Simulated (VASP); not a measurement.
# HgTe in VASP: notebook, part 3 of 4

VASP 6.6.1.

## 4. Electric field gradients, PBE (equal xy, yz and zx shear strains of +2 %)

INCAR reads:

```
ALGO = Normal
EDIFF = 1E-8
ENCUT = 520
GGA = PE
ISIF = 2
ISMEAR = -1
LASPH = T
LCHARG = F
LEFG = T
LREAL = F
LWAVE = F
NBANDS = 16
NELM = 100
PREC = Accurate
SIGMA = 0.03
```

KPOINTS reads:

```
k-points
0
Gamma
  11 11 11
```

POSCAR reads:

```
HgTe
1.0
    0.0644700000      3.2557350000      3.2557350000
    3.2557350000      0.0644700000      3.2557350000
    3.2557350000      3.2557350000      0.0644700000
Hg Te
1 1
Direct
    0.0000000000      0.0000000000      0.0000000000
    0.7500000000      0.7500000000      0.7500000000
```

Potentials or basis: VASP PAW PBE potentials, release 64 (Hg, Te).

On the command line:

```bash
> cat potpaw_PBE.64/Hg/POTCAR potpaw_PBE.64/Te/POTCAR > POTCAR
> mpirun -np 1 vasp_std > vasp.out
```

OUTCAR:

```text
EDIFF = 1E-8
   ENCUT = 520
   GGA = PE
   ISIF = 2
   ISMEAR = -1
   LASPH = T
   LREAL = F
   NELM = 100
   PREC = Accurate

 ion  position               nearest neighbor table
   1  0.000  0.000  0.000-   2 2.77   2 2.77   2 2.77   2 2.85
   2  0.750  0.750  0.750-   1 2.77   1 2.77   1 2.77   1 2.85

  LATTYP: Found a trigonal (rhomboedric) cell.
 ALAT       =     4.6047559285
 COS(alpha) =     0.5197000882

  Lattice vectors:

 A1 = (   0.0644700000,   3.2557350000,   3.2557350000)
 A2 = (   3.2557350000,   0.0644700000,   3.2557350000)
 A3 = (   3.2557350000,   3.2557350000,   0.0644700000)

Analysis of symmetry for initial positions (statically):
=====================================================================
 Subroutine PRICEL returns:
 Original cell was already a primitive cell.

 Routine SETGRP: Setting up the symmetry group for a
 trigonal (rhombohedral) supercell.

 Subroutine GETGRP returns: Found  6 space group operations
 (whereof  6 operations were pure point group operations)
 out of a pool of 12 trial point group operations.

The static configuration has the point symmetry C_3v.

Analysis of symmetry for dynamics (positions and initial velocities):
=====================================================================
 Subroutine PRICEL returns:
 Original cell was already a primitive cell.

 Routine SETGRP: Setting up the symmetry group for a
 trigonal (rhombohedral) supercell.

 Subroutine GETGRP returns: Found  6 space group operations
 (whereof  6 operations were pure point group operations)
 out of a pool of 12 trial point group operations.

The dynamic configuration has the point symmetry C_3v.

 Subroutine INISYM returns: Found  6 space group operations
 (whereof  6 operations are pure point group operations),
 and found     1 'primitive' translations

----------------------------------------------------------------------------------------

                                     Primitive cell

  volume of cell :      66.9705

  direct lattice vectors                    reciprocal lattice vectors
     0.064470000  3.255735000  3.255735000    -0.158213737  0.155141625  0.155141625
     3.255735000  0.064470000  3.255735000     0.155141625 -0.158213737  0.155141625
     3.255735000  3.255735000  0.064470000     0.155141625  0.155141625 -0.158213737

  length of vectors
     4.604755929  4.604755929  4.604755929     0.270498492  0.270498492  0.270498492

  position of ions in fractional coordinates (direct lattice)
     0.000000000  0.000000000  0.000000000
     0.750000000  0.750000000  0.750000000

  ion indices of the primitive-cell ions
   primitive index   ion index
                 1           1
                 2           2

----------------------------------------------------------------------------------------

 KPOINTS: k-points

[... 66 lines left out ...]
   NELM   =    100;   NELMIN=  2; NELMDL= -5     # of ELM steps
   EDIFF  = 0.1E-07   stopping-criterion for ELM
   LREAL  =      F    real-space projection
   EDIFFG = 0.1E-06   stopping-criterion for IOM
   NSW    =      0    number of steps for IOM
   IBRION =     -1    ionic relax: 0-MD 1-quasi-New 2-CG
   NFREE  =      0    steps in history (QN), initial steepest desc. (CG)
   ISIF   =      2    stress and relaxation
   ISYM   =      2    0-nonsym 1-usesym 2-fastsym
   POTIM  = 0.5000    time-step for ionic-motion
   TEBEG  =    0.0;   TEEND  =   0.0 temperature during run
   PSTRESS=    0.0 pullay stress
   NELECT =      18.0000    total number of electrons
   NUPDOWN=      -1.0000    fix difference up-down
   EMIN   =  10.00;   EMAX   =-10.00  energy-range for DOS
   EFERMI =   0.00;   METHOD = LEGACY
   ISMEAR =    -1;   SIGMA  =   0.03  broadening in eV -4-tet -1-fermi 0-gaus
   EFERMI_NEDOS =   21; number of points for ismear=-14 and -15
   IALGO  =     38    algorithm
   IMIX   =      4    mixing-type and parameters
     AMIX     =   0.40;   BMIX     =  1.00
     AMIX_MAG =   1.60;   BMIX_MAG =  1.00
  volume/ion in A,a.u.               =      33.49       225.97
  Fermi-wavevector in a.u.,A,eV,Ry     =   1.056504  1.996503 15.186832  1.116201
  Thomas-Fermi vector in A             =   2.191742
   LORBIT       =      0    0 simple, 1 ext, 2 COOP (PROOUT), +10 PAW based schemes
   GGA     = PE    functional components
   LHFCALC =     F    Hartree Fock is set to
   AEXX    =    0.0000 exact exchange contribution
   IVDW    =     0    specifies the selected vdW correction
   LEPSILON=     F    determine dielectric tensor
   LRPA    =     F    only Hartree local field effects (RPA)
 non-spin polarized calculation
  energy-cutoff  :      520.00
  volume of cell :       66.97
 maximum number of plane-waves:      1835
   NGX = 17   NGY = 17   NGZ = 17

 number of electron      18.0000000 magnetization

 Free energy of the ion-electron system (eV)
  ---------------------------------------------------
  ext. energy  EPLUGINS =         0.00000000
  ---------------------------------------------------
  free energy    TOTEN  =        -3.56115952 eV

  energy without entropy =       -3.56103394  energy(sigma->0) =       -3.56109673

 E-fermi :   3.2375     XC(G=0):  -8.7809

 val. band max:        3.2191690584   @ k =   0.0000   0.0000   0.0000
 cond. band min:       3.6810972842   @ k =   0.0909   0.0909   0.0909
 fundamental gap:      0.4619282258
 Fermi energy:         3.2374700701

 k-point     1 :       0.0000    0.0000    0.0000
  band No.  band energies     occupation
      1      -8.8656      2.00000
      2      -4.2361      2.00000
      3      -4.2361      2.00000
      4      -4.1911      2.00000
      5      -3.6803      2.00000
      6      -3.6803      2.00000
[... 433 lines left out ...]
      3      -4.0864      2.00000
      4      -4.0192      2.00000
      5      -3.7064      2.00000
      6      -3.6538      2.00000
[... 8 lines left out ...]
     15      12.4344      0.00000
     16      12.6979      0.00000

 [... further k-points ...]
[... 5 lines left out ...]
  --------------------------------------------------------------------------------------
  -------------------------------------------------------------------------------------
  Total        1.7732927      1.7732927      1.7732927     -0.3525207     -0.3525207     -0.3525207
  in kB       42.4235905     42.4235905     42.4235905     -8.4335725     -8.4335725     -8.4335725
  external PRESSURE =      42.4235905 kB  Pullay stress =       0.0000000 kB

 VOLUME and BASIS-vectors are now :
 -----------------------------------------------------------------------------
  energy-cutoff  :      520.00
  volume of cell :       66.97
      direct lattice vectors                 reciprocal lattice vectors
     0.064470000  3.255735000  3.255735000    -0.158213737  0.155141625  0.155141625
     3.255735000  0.064470000  3.255735000     0.155141625 -0.158213737  0.155141625
     3.255735000  3.255735000  0.064470000     0.155141625  0.155141625 -0.158213737

 POSITION                                       TOTAL-FORCE (eV/Angst)
 -----------------------------------------------------------------------------------
      0.00000      0.00000      0.00000        -0.122381     -0.122381     -0.122381
      4.93196      4.93196      4.93196         0.122381      0.122381      0.122381
 -----------------------------------------------------------------------------------
    total drift:                                0.000285      0.000285      0.000285

  FREE ENERGIE OF THE ION-ELECTRON SYSTEM (eV)
  ---------------------------------------------------
  free  energy   TOTEN  =        -3.5611595173 eV

  energy  without entropy=       -3.5610339376  energy(sigma->0) =       -3.56109673

 Electric field gradients (V/A^2)
---------------------------------------------------------------------
 ion       V_xx      V_yy      V_zz      V_xy      V_xz      V_yz
---------------------------------------------------------------------
   1       0.000     0.000     0.000    28.225    28.225    28.225
   2      -0.000     0.000     0.000     4.079     4.079     4.079
---------------------------------------------------------------------

 Electric field gradients after diagonalization (V/A^2)
 (convention: |V_zz| > |V_xx| > |V_yy|)
----------------------------------------------------------------------
 ion       V_xx      V_yy      V_zz     asymmetry (V_yy - V_xx)/ V_zz
----------------------------------------------------------------------
   1     -28.225   -28.225    56.449       0.000
   2      -4.079    -4.079     8.157       0.000
----------------------------------------------------------------------

           NMR quadrupolar parameters

 Cq : quadrupolar parameter    Cq=e*Q*V_zz/h
 eta: asymmetry parameters     (V_yy - V_xx)/ V_zz
 Q  : nuclear electric quadrupole moment in mb (millibarn)
----------------------------------------------------------------------
 ion       Cq(MHz)       eta       Q (mb)
----------------------------------------------------------------------
   1       0.136       0.000       1.000
   2       0.020       0.000       1.000
----------------------------------------------------------------------
```

Wall time 2.6 min (1 thread of Intel Xeon Platinum 8488C (Sapphire Rapids), shared host); peak memory 0.31 GiB.

What came out:

| Quantity | Value |
| --- | --- |
| Free energy | -3.5612 eV |
| Pressure | 4.2 GPa |
| Largest force | 0.212 eV/Å |
| Band gap on the k mesh | zero (filled and empty bands touch) |

Forces on the atoms (eV/Å):
```
Hg  -0.122 -0.122 -0.122
Te   0.122  0.122  0.122
```

Electric field gradients, principal values (V/Å²):
| atom | least | middle | greatest (by size) |
| --- | --- | --- | --- |
| 1 Hg | -28.225 | -28.225 | 56.449 |
| 2 Te | -4.079 | -4.079 | 8.157 |

Caveat: the cell differs from its parent crystal (equal xy, yz and zx shear strains of +2 %); without QUAD_EFG the Cq values of the log hold for a quadrupole moment of 1 mb, not for the nuclei; spin-orbit coupling is left out, which moves the levels of the heavy elements.

(Part 3 of 4 ends here.)
